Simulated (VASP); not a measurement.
# InP2N3 (P-3m1) in VASP: relaxation of cell and atoms with PBE

Aim: the relaxation of cell and atoms of InP2N3 with PBE.

Program: VASP 6.6.1. These are calculated values, not measurements. Logs are shortened: lines on timing, memory, paths and dates and some standing lists are left out, and cuts for length are marked.

### Step 1. The cell of the first run

The structure is trigonal, space group P-3m1 (No. 164). Conventional cell: a = 3.193 Å, b = 3.193 Å, c = 7.691 Å, α = 90.00°, β = 90.00°, γ = 120.00°. In (site symmetry -3m) has 6 N at 2.34 Å and 6 In at 3.19 Å and 6 P at 3.22 Å within 3.3 Å. P (site symmetry 3m) has 6 N at 2.20 Å within 2.9 Å. Within 2.9 Å of N (site symmetry 3m) lie 3 P at 2.20 Å and 3 In at 2.34 Å. N (site symmetry -3m) has 6 P at 2.20 Å within 2.9 Å.

The cell was generated, and may not be a known phase.

### Step 2. Relaxation of cell and atoms, PBE

Input file INCAR:

```
PREC = Accurate ; ENCUT = 600
EDIFF = 1E-6 ; ISMEAR = 0
SIGMA = 0.1 ; LREAL = F
LASPH = T ; NELM = 80
ALGO = Normal ; ISIF = 3
LWAVE = F ; LCHARG = F
GGA = PE ; IBRION = 2
NSW = 100 ; EDIFFG = -0.01
```

Input file KPOINTS:

```
Automatic mesh
0
Gamma
  12 12 6
```

Input file POSCAR:

```
InP2N3
1.0
    3.1932186860      0.0000000000      0.0000000000
   -1.5966093430      2.7654085019      0.0000000000
    0.0000000000      0.0000000000      7.6910984034
In P N
1 2 3
Direct
    0.0000000000      0.0000000000      0.5000000000
    0.3333333333      0.6666666667      0.1562652293
    0.6666666667      0.3333333333      0.8437347707
    0.3333333333      0.6666666667      0.6878198894
    0.0000000000      0.0000000000      0.0000000000
    0.6666666667      0.3333333333      0.3121801106
```

Potentials or basis: VASP PAW PBE potentials, release 64 (In_d, P, N).

Run with:

```sh
> cat potpaw_PBE.64/In_d/POTCAR potpaw_PBE.64/P/POTCAR potpaw_PBE.64/N/POTCAR > POTCAR
> mpirun -np 1 vasp_std > vasp.out
```

OUTCAR:

```text
PREC = Accurate
   ENCUT = 600
   EDIFF = 1E-6
   ISMEAR = 0
   LREAL = F
   LASPH = T
   NELM = 80
   ISIF = 3
   GGA = PE
   IBRION = 2
   NSW = 100
   EDIFFG = -0.01

 ion  position               nearest neighbor table
   1  0.000  0.000  0.500-   6 2.34   4 2.34   6 2.34   4 2.34   6 2.34   4 2.34   2 3.22   3 3.22
                             2 3.22   3 3.22   2 3.22   3 3.22
   2  0.333  0.667  0.156-   6 2.20   6 2.20   6 2.20   5 2.20   5 2.20   5 2.20   1 3.22   1 3.22
                             1 3.22
   3  0.667  0.333  0.844-   4 2.20   4 2.20   4 2.20   5 2.20   5 2.20   5 2.20   1 3.22   1 3.22
                             1 3.22
   4  0.333  0.667  0.688-   3 2.20   3 2.20   3 2.20   1 2.34   1 2.34   1 2.34
   5  0.000  0.000  0.000-   2 2.20   3 2.20   2 2.20   3 2.20   3 2.20   2 2.20
   6  0.667  0.333  0.312-   2 2.20   2 2.20   2 2.20   1 2.34   1 2.34   1 2.34

  LATTYP: Found a hexagonal cell.
 ALAT       =     3.1932186860
 C/A-ratio  =     2.4085724029

  Lattice vectors:

 A1 = (   3.1932186860,   0.0000000000,   0.0000000000)
 A2 = (  -1.5966093430,   2.7654085019,   0.0000000000)
 A3 = (   0.0000000000,   0.0000000000,   7.6910984034)

Analysis of symmetry for initial positions (statically):
=====================================================================
 Subroutine PRICEL returns:
 Original cell was already a primitive cell.

 Routine SETGRP: Setting up the symmetry group for a
 hexagonal supercell.

 Subroutine GETGRP returns: Found 12 space group operations
 (whereof 12 operations were pure point group operations)
 out of a pool of 24 trial point group operations.

The static configuration has the point symmetry D_3d.

Analysis of symmetry for dynamics (positions and initial velocities):
=====================================================================
 Subroutine PRICEL returns:
 Original cell was already a primitive cell.

 Routine SETGRP: Setting up the symmetry group for a
 hexagonal supercell.

 Subroutine GETGRP returns: Found 12 space group operations
 (whereof 12 operations were pure point group operations)
 out of a pool of 24 trial point group operations.

The dynamic configuration has the point symmetry D_3d.

 Subroutine INISYM returns: Found 12 space group operations
 (whereof 12 operations are pure point group operations),
 and found     1 'primitive' translations

----------------------------------------------------------------------------------------

                                     Primitive cell

  volume of cell :      67.9167

  direct lattice vectors                    reciprocal lattice vectors
     3.193218686  0.000000000  0.000000000     0.313163644  0.180805114  0.000000000
    -1.596609343  2.765408502  0.000000000     0.000000000  0.361610228  0.000000000
     0.000000000  0.000000000  7.691098403     0.000000000  0.000000000  0.130020440

  length of vectors
     3.193218686  3.193218686  7.691098403     0.361610228  0.361610228  0.130020440

  position of ions in fractional coordinates (direct lattice)
     0.000000000  0.000000000  0.500000000
     0.333333333  0.666666667  0.156265229
     0.666666667  0.333333333  0.843734771
     0.333333333  0.666666667  0.687819889
     0.000000000  0.000000000  0.000000000
     0.666666667  0.333333333  0.312180111

  ion indices of the primitive-cell ions
   primitive index   ion index
                 1           1
                 2           2
                 3           3
                 4           4
                 5           5
                 6           6

----------------------------------------------------------------------------------------

 KPOINTS: Automatic mesh

Automatic generation of k-mesh.
 Grid dimensions read from file:
 generate k-points for:   12   12    6

 Generating k-lattice:

  Cartesian coordinates                     Fractional coordinates (reciprocal lattice)
     0.026096970  0.015067093  0.000000000     0.083333333  0.000000000  0.000000000
     0.000000000  0.030134186  0.000000000     0.000000000  0.083333333  0.000000000
     0.000000000  0.000000000  0.021670073     0.000000000  0.000000000  0.166666667

  Length of vectors
     0.030134186  0.030134186  0.021670073

  Shift w.r.t. Gamma in fractional coordinates (k-lattice)
     0.000000000  0.000000000  0.000000000

 Subroutine IBZKPT returns following result:
 ===========================================

 Found    100 irreducible k-points:

 Following reciprocal coordinates:
            Coordinates               Weight
  0.000000  0.000000  0.000000      1.000000
  0.083333  0.000000  0.000000      6.000000
  0.166667  0.000000  0.000000      6.000000
  0.250000  0.000000  0.000000      6.000000
  0.333333  0.000000  0.000000      6.000000
  0.416667  0.000000  0.000000      6.000000
[... 16 lines left out ...]
  0.166667  0.000000  0.166667      6.000000
  0.000000  0.166667  0.166667      6.000000
 [... further k-points ...]
   k-points           NKPTS =    100   k-points in BZ     NKDIM =    100   number of bands    NBANDS=     23
   number of dos      NEDOS =    301   number of ions     NIONS =      6
   total plane-waves  NPLWV =  50176
   dimension x,y,z NGX =    28 NGY =   28 NGZ =   64
   dimension x,y,z NGXF=    56 NGYF=   56 NGZF=  128
   ions per type =               1   2   3
   NGX,Y,Z   is equivalent  to a cutoff of  14.58, 14.58, 13.83 a.u.
   NGXF,Y,Z  is equivalent  to a cutoff of  29.15, 29.15, 27.67 a.u.
 SYSTEM =  unknown system
   PREC   = accura    normal or accurate (medium, high low for compatibility)
   ISTART =      0    job   : 0-new  1-cont  2-samecut
   ICHARG =      2    charge: 1-file 2-atom 10-const
   ISPIN  =      1    spin polarized calculation?
   LNONCOLLINEAR =      F non collinear calculations
   LSORBIT =      F    spin-orbit coupling
   LASPH  =      T    aspherical Exc in radial PAW
   ENCUT  =  600.0 eV  44.10 Ry    6.64 a.u.   6.38  6.38 15.36*2*pi/ulx,y,z
   NELM   =     80;   NELMIN=  2; NELMDL= -5     # of ELM steps
   EDIFF  = 0.1E-05   stopping-criterion for ELM
   LREAL  =      F    real-space projection
   EDIFFG = -.1E-01   stopping-criterion for IOM
   NSW    =    100    number of steps for IOM
   IBRION =      2    ionic relax: 0-MD 1-quasi-New 2-CG
   NFREE  =      1    steps in history (QN), initial steepest desc. (CG)
   ISIF   =      3    stress and relaxation
   ISYM   =      2    0-nonsym 1-usesym 2-fastsym
   POTIM  = 0.5000    time-step for ionic-motion
   TEBEG  =    0.0;   TEEND  =   0.0 temperature during run
   PSTRESS=    0.0 pullay stress
   NELECT =      38.0000    total number of electrons
   NUPDOWN=      -1.0000    fix difference up-down
   EMIN   =  10.00;   EMAX   =-10.00  energy-range for DOS
   EFERMI =   0.00;   METHOD = LEGACY
   ISMEAR =     0;   SIGMA  =   0.10  broadening in eV -4-tet -1-fermi 0-gaus
   EFERMI_NEDOS =   21; number of points for ismear=-14 and -15
   IALGO  =     38    algorithm
   IMIX   =      4    mixing-type and parameters
     AMIX     =   0.40;   BMIX     =  1.00
     AMIX_MAG =   1.60;   BMIX_MAG =  1.00
  volume/ion in A,a.u.               =      11.32        76.39
  Fermi-wavevector in a.u.,A,eV,Ry     =   1.348996  2.549232 24.759741  1.819790
  Thomas-Fermi vector in A             =   2.476619
   LORBIT       =      0    0 simple, 1 ext, 2 COOP (PROOUT), +10 PAW based schemes
   GGA     = PE    functional components
   LHFCALC =     F    Hartree Fock is set to
   AEXX    =    0.0000 exact exchange contribution
   IVDW    =     0    specifies the selected vdW correction
   LEPSILON=     F    determine dielectric tensor
   LRPA    =     F    only Hartree local field effects (RPA)
 conjugate gradient relaxation of ions
 non-spin polarized calculation
 Gauss-broadening in eV      SIGMA  =   0.10
  energy-cutoff  :      600.00
  volume of cell :       67.92
 maximum number of plane-waves:      2291
 NGX is ok and might be reduce to    28
   NGX = 13   NGY = 13   NGZ = 31

--------------------------------------- Ionic step        1  -------------------------------------------

 number of electron      37.9999996 magnetization

 Free energy of the ion-electron system (eV)
  ---------------------------------------------------
  ext. energy  EPLUGINS =         0.00000000
  ---------------------------------------------------
  free energy    TOTEN  =       -32.72132309 eV

  energy without entropy =      -32.71688286  energy(sigma->0) =      -32.71910298

------------------------ aborting loop because EDIFF is reached ----------------------------------------

  FORCE on cell =-STRESS in cart. coord.  units (eV):
  Direction    XX          YY          ZZ          XY          YZ          ZX
  --------------------------------------------------------------------------------------
  -------------------------------------------------------------------------------------
  Total       -0.1660126     -0.1660126      0.0839057     -0.0000000      0.0000000      0.0000000
  in kB       -3.9162948     -3.9162948      1.9793638     -0.0000000      0.0000000      0.0000000
  external PRESSURE =      -1.9510752 kB  Pullay stress =       0.0000000 kB
[... 305 lines left out ...]
  energy  without entropy=      -32.7181390005  energy(sigma->0) =      -32.72051566

--------------------------------------- Ionic step        9  -------------------------------------------

 number of electron      37.9999997 magnetization

 Free energy of the ion-electron system (eV)
  ---------------------------------------------------
  ext. energy  EPLUGINS =         0.00000000
  ---------------------------------------------------
  free energy    TOTEN  =       -32.72289816 eV

  energy without entropy =      -32.71815557  energy(sigma->0) =      -32.72052686

 E-fermi :   9.9039     XC(G=0): -11.9183

 val. band max:        9.8987176480   @ k =   0.0000   0.0833   0.3333
 cond. band min:       9.9328551101   @ k =   0.0833   0.0000   0.0000
 fundamental gap:      0.0341374620
 Fermi energy:         9.9038823147

 k-point     1 :       0.0000    0.0000    0.0000
  band No.  band energies     occupation
      1      -8.8624      2.00000
      2      -7.0915      2.00000
      3      -6.2826      2.00000
      4      -5.4241      2.00000
      5      -5.4183      2.00000
      6      -5.4183      2.00000
[... 613 lines left out ...]
     22      11.8834      0.00000
     23      12.1395      0.00000

 [... further k-points ...]

------------------------ aborting loop because EDIFF is reached ----------------------------------------

  FORCE on cell =-STRESS in cart. coord.  units (eV):
  Direction    XX          YY          ZZ          XY          YZ          ZX
  --------------------------------------------------------------------------------------
  -------------------------------------------------------------------------------------
  Total       -0.0180879     -0.0180879     -0.0251567     -0.0000000      0.0000000      0.0000000
  in kB       -0.4272463     -0.4272463     -0.5942165     -0.0000000      0.0000000      0.0000000
  external PRESSURE =      -0.4829030 kB  Pullay stress =       0.0000000 kB
[... 21 lines left out ...]
  FREE ENERGIE OF THE ION-ELECTRON SYSTEM (eV)
  ---------------------------------------------------
  free  energy   TOTEN  =       -32.7228981551 eV

  energy  without entropy=      -32.7181555666  energy(sigma->0) =      -32.72052686

 reached required accuracy - stopping structural energy minimisation
```

Run time: 8.5 min. Hardware: 1 thread of AMD EPYC 9R45 (Zen 5), shared host; peak memory 0.32 GiB.

Results:

* Free energy: -32.7229 eV
* Relaxed volume: 11.30 Å³/atom
* Relaxed cell: a = 3.186 Å, b = 3.186 Å, c = 7.717 Å, α = 90.00°, β = 90.00°, γ = 120.00°
* Space group after relaxing (to 0.1 Å): P-3m1 (No. 164)
* Energy gained by relaxing: 0.3 meV/atom
* Ionic steps: 9
* Pressure after relaxing: 0.0 GPa
* Largest force after relaxing: 0.008 eV/Å
* Band gap on the k mesh: zero (bands 19 and 20 overlap by 0.62 eV)

Forces in eV/Å, atoms in the order of the input:
```
In   0.000  0.000  0.000
P    0.000  0.000  0.008
P    0.000  0.000 -0.008
N    0.000  0.000  0.006
N    0.000  0.000  0.000
N    0.000  0.000 -0.006
```

The path:
```csv
step,energy change (eV),largest force (eV/Å),pressure (GPa),volume (Å³)
1,0.0000,0.0695,-0.20,67.92
2,-0.0007,0.0563,0.15,67.78
3,-0.0009,0.0458,0.44,67.66
4,-0.0013,0.0307,0.23,67.74
5,-0.0014,0.0300,-0.18,67.89
6,-0.0014,0.0271,-0.02,67.83
7,-0.0015,0.0164,-0.04,67.83
8,-0.0016,0.0151,-0.06,67.83
9,-0.0016,0.0083,-0.05,67.83
```

Final structure:
```xyz
6
Lattice="3.1859 0.0000 0.0000 -1.5929 2.7590 0.0000 0.0000 0.0000 7.7168" Properties=species:S:1:pos:R:3 pbc="T T T"
In    0.0000    0.0000    3.8584
P     0.0000    1.8394    1.2048
P     1.5929    0.9197    6.5120
N     0.0000    1.8394    5.3231
N     0.0000    0.0000    0.0000
N     1.5929    0.9197    2.3937
```

Caveat: semilocal functionals underestimate gaps, and a narrow one can read as zero; spin-orbit coupling is left out, which moves the levels of the heavy elements.

The gap in the log of VASP goes by the Fermi energy; the results here count the filled bands.